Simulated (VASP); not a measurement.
# AlCu3 (P4mm) in VASP: notebook

Runs on AlCu3. Level: PBEsol. Tasks: single point.

Everything below comes from runs of VASP 6.6.1. Logs are shortened: lines on timing, memory, paths and dates and some standing lists are left out, and cuts for length are marked.

## Step 1: The cell of the first run

It takes space group P4mm (No. 99, tetragonal). Conventional cell: a = 3.632 Å, b = 3.632 Å, c = 3.632 Å, α = 90.00°, β = 90.00°, γ = 90.00°. Al (site symmetry 4mm) has 12 Cu at 2.56 to 2.58 Å within 3.4 Å. Cu (site symmetry 2mm) has 8 Cu at 2.51 to 2.63 Å and 4 Al at 2.56 to 2.58 Å within 3.3 Å. Cu (site symmetry 4mm) has 8 Cu at 2.51 to 2.63 Å and 4 Al at 2.57 Å within 3.3 Å.

## Step 2: Single point, PBEsol (atoms displaced along a vibrational mode)

The input, INCAR:

```
PREC = Accurate
ENCUT = 520
EDIFF = 1E-7
ISMEAR = 0
SIGMA = 0.15
LREAL = F
LASPH = T
NELM = 60
ALGO = Fast
ISIF = 2
LWAVE = F
LCHARG = F
GGA = PS
NBANDS = 26
```

The input, KPOINTS:

```
regular mesh
0
Gamma
  14 14 14
```

The input, POSCAR:

```
AlCu3
1.0
    3.6318704092      0.0000000000      0.0000000000
    0.0000000000      3.6318704092      0.0000000000
    0.0000000000      0.0000000000      3.6318704092
Al Cu
1 3
Direct
   -0.0108971292      0.0000000000      0.0000000000
    0.4940532459      0.5000000000      0.0000000000
    0.4940532459      0.0000000000      0.5000000000
    0.0165204132      0.5000000000      0.5000000000
```

Potentials or basis: VASP PAW PBE potentials, release 64 (Al, Cu).

Started as:

```bash
cat potpaw_PBE.64/Al/POTCAR potpaw_PBE.64/Cu/POTCAR > POTCAR
mpirun -np 1 vasp_std > vasp.out
```

OUTCAR:

```text
PREC = Accurate
   ENCUT = 520
   EDIFF = 1E-7
   ISMEAR = 0
   LREAL = F
   LASPH = T
   NELM = 60
   ISIF = 2
   GGA = PS

 ion  position               nearest neighbor table
   1  0.989  0.000  0.000-   2 2.56   3 2.56   3 2.56   2 2.56   4 2.57   4 2.57   4 2.57   4 2.57
                             2 2.58   3 2.58   3 2.58   2 2.58
   2  0.494  0.500  0.000-   4 2.51   4 2.51   1 2.56   1 2.56   3 2.57   3 2.57   3 2.57   3 2.57
                             1 2.58   1 2.58   4 2.63   4 2.63
   3  0.494  0.000  0.500-   4 2.51   4 2.51   1 2.56   1 2.56   2 2.57   2 2.57   2 2.57   2 2.57
                             1 2.58   1 2.58   4 2.63   4 2.63
   4  0.017  0.500  0.500-   2 2.51   3 2.51   2 2.51   3 2.51   1 2.57   1 2.57   1 2.57   1 2.57
                             2 2.63   3 2.63   2 2.63   3 2.63

  LATTYP: Found a simple cubic cell.
 ALAT       =     3.6318704092

  Lattice vectors:

 A1 = (   3.6318704092,   0.0000000000,   0.0000000000)
 A2 = (   0.0000000000,   3.6318704092,   0.0000000000)
 A3 = (   0.0000000000,   0.0000000000,   3.6318704092)

Analysis of symmetry for initial positions (statically):
=====================================================================
 Subroutine PRICEL returns:
 Original cell was already a primitive cell.

 Routine SETGRP: Setting up the symmetry group for a
 simple cubic supercell.

 Subroutine GETGRP returns: Found  8 space group operations
 (whereof  8 operations were pure point group operations)
 out of a pool of 48 trial point group operations.

The static configuration has the point symmetry C_4v.

Analysis of symmetry for dynamics (positions and initial velocities):
=====================================================================
 Subroutine PRICEL returns:
 Original cell was already a primitive cell.

 Routine SETGRP: Setting up the symmetry group for a
 simple cubic supercell.

 Subroutine GETGRP returns: Found  8 space group operations
 (whereof  8 operations were pure point group operations)
 out of a pool of 48 trial point group operations.

The dynamic configuration has the point symmetry C_4v.

 Subroutine INISYM returns: Found  8 space group operations
 (whereof  8 operations are pure point group operations),
 and found     1 'primitive' translations

----------------------------------------------------------------------------------------

                                     Primitive cell

  volume of cell :      47.9061

  direct lattice vectors                    reciprocal lattice vectors
     3.631870409  0.000000000  0.000000000     0.275340221  0.000000000  0.000000000
     0.000000000  3.631870409  0.000000000     0.000000000  0.275340221  0.000000000
     0.000000000  0.000000000  3.631870409     0.000000000  0.000000000  0.275340221

  length of vectors
     3.631870409  3.631870409  3.631870409     0.275340221  0.275340221  0.275340221

  position of ions in fractional coordinates (direct lattice)
     0.989102871  0.000000000  0.000000000
     0.494053246  0.500000000  0.000000000
     0.494053246  0.000000000  0.500000000
     0.016520413  0.500000000  0.500000000

  ion indices of the primitive-cell ions
   primitive index   ion index
                 1           1
                 2           2
                 3           3
                 4           4

----------------------------------------------------------------------------------------

 KPOINTS: regular mesh

Automatic generation of k-mesh.
 Grid dimensions read from file:
 generate k-points for:   14   14   14

 Generating k-lattice:

  Cartesian coordinates                     Fractional coordinates (reciprocal lattice)
     0.019667159  0.000000000  0.000000000     0.071428571  0.000000000  0.000000000
     0.000000000  0.019667159  0.000000000     0.000000000  0.071428571  0.000000000
     0.000000000  0.000000000  0.019667159     0.000000000  0.000000000  0.071428571

  Length of vectors
     0.019667159  0.019667159  0.019667159

  Shift w.r.t. Gamma in fractional coordinates (k-lattice)
     0.000000000  0.000000000  0.000000000

 Subroutine IBZKPT returns following result:
 ===========================================

 Found    288 irreducible k-points:

 Following reciprocal coordinates:
            Coordinates               Weight
  0.000000  0.000000  0.000000      1.000000
  0.071429  0.000000  0.000000      2.000000
  0.000000  0.071429  0.000000      4.000000
  0.142857  0.000000  0.000000      2.000000
  0.000000  0.142857  0.000000      4.000000
  0.214286  0.000000  0.000000      2.000000
[... 16 lines left out ...]
  0.071429  0.000000  0.214286      8.000000
  0.285714  0.071429  0.000000      8.000000
 [... further k-points ...]
   k-points           NKPTS =    288   k-points in BZ     NKDIM =    288   number of bands    NBANDS=     26
   number of dos      NEDOS =    301   number of ions     NIONS =      4
   total plane-waves  NPLWV =  21952
   dimension x,y,z NGX =    28 NGY =   28 NGZ =   28
   dimension x,y,z NGXF=    56 NGYF=   56 NGZF=   56
   ions per type =               1   3
   NGX,Y,Z   is equivalent  to a cutoff of  12.82, 12.82, 12.82 a.u.
   NGXF,Y,Z  is equivalent  to a cutoff of  25.63, 25.63, 25.63 a.u.
 SYSTEM =  unknown system
   PREC   = accura    normal or accurate (medium, high low for compatibility)
   ISTART =      0    job   : 0-new  1-cont  2-samecut
   ICHARG =      2    charge: 1-file 2-atom 10-const
   ISPIN  =      1    spin polarized calculation?
   LNONCOLLINEAR =      F non collinear calculations
   LSORBIT =      F    spin-orbit coupling
   LASPH  =      T    aspherical Exc in radial PAW
   ENCUT  =  520.0 eV  38.22 Ry    6.18 a.u.   6.75  6.75  6.75*2*pi/ulx,y,z
   NELM   =     60;   NELMIN=  2; NELMDL= -5     # of ELM steps
   EDIFF  = 0.1E-06   stopping-criterion for ELM
   LREAL  =      F    real-space projection
   EDIFFG = 0.1E-05   stopping-criterion for IOM
   NSW    =      0    number of steps for IOM
   IBRION =     -1    ionic relax: 0-MD 1-quasi-New 2-CG
   NFREE  =      0    steps in history (QN), initial steepest desc. (CG)
   ISIF   =      2    stress and relaxation
   ISYM   =      2    0-nonsym 1-usesym 2-fastsym
   POTIM  = 0.5000    time-step for ionic-motion
   TEBEG  =    0.0;   TEEND  =   0.0 temperature during run
   PSTRESS=    0.0 pullay stress
   NELECT =      36.0000    total number of electrons
   NUPDOWN=      -1.0000    fix difference up-down
   EMIN   =  10.00;   EMAX   =-10.00  energy-range for DOS
   EFERMI =   0.00;   METHOD = LEGACY
   ISMEAR =     0;   SIGMA  =   0.15  broadening in eV -4-tet -1-fermi 0-gaus
   EFERMI_NEDOS =   21; number of points for ismear=-14 and -15
   IALGO  =     68    algorithm
   IMIX   =      4    mixing-type and parameters
     AMIX     =   0.40;   BMIX     =  1.00
     AMIX_MAG =   1.60;   BMIX_MAG =  1.00
  volume/ion in A,a.u.               =      11.98        80.82
  Fermi-wavevector in a.u.,A,eV,Ry     =   1.488374  2.812618 30.140391  2.215256
  Thomas-Fermi vector in A             =   2.601416
   LORBIT       =      0    0 simple, 1 ext, 2 COOP (PROOUT), +10 PAW based schemes
   GGA     = PS    functional components
   LHFCALC =     F    Hartree Fock is set to
   AEXX    =    0.0000 exact exchange contribution
   IVDW    =     0    specifies the selected vdW correction
   LEPSILON=     F    determine dielectric tensor
   LRPA    =     F    only Hartree local field effects (RPA)
 non-spin polarized calculation
 RMM-DIIS sequential band-by-band and
 Gauss-broadening in eV      SIGMA  =   0.15
  energy-cutoff  :      520.00
  volume of cell :       47.91
 maximum number of plane-waves:      1328
 NGX is ok and might be reduce to    28
   NGX = 13   NGY = 13   NGZ = 13

 number of electron      35.9999985 magnetization

 Free energy of the ion-electron system (eV)
  ---------------------------------------------------
  ext. energy  EPLUGINS =         0.00000000
  ---------------------------------------------------
  free energy    TOTEN  =       -17.75580555 eV

  energy without entropy =      -17.74189788  energy(sigma->0) =      -17.74885171

 E-fermi :   8.6397     XC(G=0): -12.5006

 val. band max:        8.6323527624   @ k =   0.5000   0.2857   0.0714
 cond. band min:       8.6431151700   @ k =   0.2857   0.0714   0.5000
 fundamental gap:      0.0107624076
 Fermi energy:         8.6397151673

 k-point     1 :       0.0000    0.0000    0.0000
  band No.  band energies     occupation
      1      -2.0948      2.00000
      2       3.1864      2.00000
      3       3.7632      2.00000
      4       3.7635      2.00000
      5       4.0289      2.00000
      6       4.0335      2.00000
[... 18 lines left out ...]
     25      19.2232      0.00000
     26      20.4990      0.00000

 k-point     2 :       0.0714    0.0000    0.0000
  band No.  band energies     occupation
      1      -2.0352      2.00000
      2       3.2030      2.00000
      3       3.7377      2.00000
      4       3.7954      2.00000
      5       4.0405      2.00000
      6       4.0421      2.00000
[... 18 lines left out ...]
     25      19.0054      0.00000
     26      20.0938      0.00000

 k-point     3 :       0.0000    0.0714    0.0000
  band No.  band energies     occupation
      1      -2.0352      2.00000
      2       3.2032      2.00000
      3       3.7380      2.00000
      4       3.7951      2.00000
      5       4.0367      2.00000
      6       4.0424      2.00000
[... 18 lines left out ...]
     25      18.9697      0.00000
     26      20.0932      0.00000

 k-point     4 :       0.1429    0.0000    0.0000
  band No.  band energies     occupation
      1      -1.8572      2.00000
      2       3.2352      2.00000
      3       3.6594      2.00000
      4       3.8882      2.00000
      5       4.0670      2.00000
      6       4.0670      2.00000
[... 18 lines left out ...]
     25      18.4678      0.00000
     26      19.4070      0.00000
[... 496 lines left out ...]
      1      -1.5050      2.00000
      2       3.1967      2.00000
      3       3.5974      2.00000
      4       4.0177      2.00000
      5       4.0837      2.00000
      6       4.1075      2.00000
[... 18 lines left out ...]
     25      18.1155      0.00000
     26      19.0948      0.00000

 k-point    23 :       0.0714    0.0000    0.2143
  band No.  band energies     occupation
      1      -1.5050      2.00000
      2       3.1967      2.00000
      3       3.5973      2.00000
      4       4.0186      2.00000
      5       4.0792      2.00000
      6       4.1135      2.00000
[... 18 lines left out ...]
     25      18.1204      0.00000
     26      19.1125      0.00000

 k-point    24 :       0.2857    0.0714    0.0000
  band No.  band energies     occupation
      1      -1.1011      2.00000
      2       2.8314      2.00000
      3       3.6498      2.00000
      4       4.1256      2.00000
      5       4.1384      2.00000
      6       4.2150      2.00000
[... 18 lines left out ...]
     25      18.1466      0.00000
     26      18.6083      0.00000

 [... further k-points ...]
[... 5 lines left out ...]
  --------------------------------------------------------------------------------------
  -------------------------------------------------------------------------------------
  Total        0.2683350      0.2630902      0.2630902     -0.0000000      0.0000000      0.0000000
  in kB        8.9742237      8.7988158      8.7988158     -0.0000000      0.0000000      0.0000000
  external PRESSURE =       8.8572851 kB  Pullay stress =       0.0000000 kB

 VOLUME and BASIS-vectors are now :
 -----------------------------------------------------------------------------
  energy-cutoff  :      520.00
  volume of cell :       47.91
      direct lattice vectors                 reciprocal lattice vectors
     3.631870409  0.000000000  0.000000000     0.275340221  0.000000000  0.000000000
     0.000000000  3.631870409  0.000000000     0.000000000  0.275340221  0.000000000
     0.000000000  0.000000000  3.631870409     0.000000000  0.000000000  0.275340221

 POSITION                                       TOTAL-FORCE (eV/Angst)
 -----------------------------------------------------------------------------------
      3.59229      0.00000      0.00000         0.155475     -0.000000      0.000000
      1.79434      1.81594      0.00000         0.199849     -0.000000      0.000000
      1.79434      0.00000      1.81594         0.199849     -0.000000     -0.000000
      0.06000      1.81594      1.81594        -0.555172      0.000000     -0.000000
 -----------------------------------------------------------------------------------
    total drift:                                0.000297     -0.000000     -0.000031

  FREE ENERGIE OF THE ION-ELECTRON SYSTEM (eV)
  ---------------------------------------------------
  free  energy   TOTEN  =       -17.7558055501 eV

  energy  without entropy=      -17.7418978795  energy(sigma->0) =      -17.74885171
```

Wall time 12 min (1 thread of AMD EPYC 7R13, shared host); peak memory 0.39 GiB.

Results:

```
Free energy            : -17.7558 eV
Pressure               : 0.9 GPa
Largest force          : 0.555 eV/Å
Band gap on the k mesh : zero (bands 18 and 19 overlap by 5.61 eV)
```

Forces in eV/Å, atoms in the order of the input:
```
Al   0.155  0.000  0.000
Cu   0.200  0.000  0.000
Cu   0.200  0.000  0.000
Cu  -0.555  0.000  0.000
```

Levels at points of the mesh, in eV from the Fermi level:
| k point | band 16 | band 17 | band 18 | band 19 | band 20 | band 21 |
| --- | --- | --- | --- | --- | --- | --- |
| (0.00, 0.00, 0.00) | -2.08 | -0.31 | -0.31 | -0.28 | 4.37 | 4.39 |
| (0.50, 0.00, 0.00) | -2.51 | -2.08 | 3.73 | 3.73 | 3.96 | 3.96 |
| (0.00, 0.50, 0.00) | -2.51 | -2.08 | 3.76 | 3.79 | 3.90 | 3.91 |
| (0.50, 0.50, 0.00) | -2.77 | -2.38 | -1.22 | -1.22 | 6.32 | 6.44 |
| (0.00, 0.50, 0.50) | -2.75 | -2.37 | -1.22 | -1.22 | 6.38 | 6.40 |
| (0.50, 0.50, 0.50) | -2.25 | -2.25 | -2.24 | -1.48 | 1.33 | 1.75 |

Caveat: the cell differs from its parent crystal (atoms displaced along a vibrational mode); the PAW data sets were made with another functional, which shifts forces and pressure a little.

[end of part 1 of 2]
